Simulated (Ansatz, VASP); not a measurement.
**In: VASP beside Ansatz**

```xyz
4
Lattice="3.5394 0.0000 0.0000 -1.7697 3.0652 0.0000 0.0000 0.0000 11.4898" Properties=species:S:1:pos:R:3 pbc="T T T"
In    0.0000    0.0000   11.4898
In   -1.7697    3.0652    5.7449
In    0.0000    2.0435    2.8725
In    1.7697    1.0217    8.6174
```

Alike in both runs: functional BLYP; k mesh 11 × 11 × 3; occupations fermi-dirac, width 0.1 eV; no spin polarisation.

Ansatz relaxed the structure, and its values are those at the end. VASP's run is a single point on that final structure, the one shown.

```csv
,VASP,Ansatz
version,VASP 6.6.1,Ansatz 0.2.0
potentials or method,"VASP PAW PBE potentials, release 64 (In_d), cutoff 520 eV","plane waves (420 eV) with PAW, scalar-relativistic"
valence electrons in the cell,52,52
```

|  | VASP | Ansatz | Ansatz less VASP |
| --- | --- | --- | --- |
| pressure (GPa) | -0.1 | 0.0 | +0.06 |

VASP's potentials were made for PBE, not for BLYP.
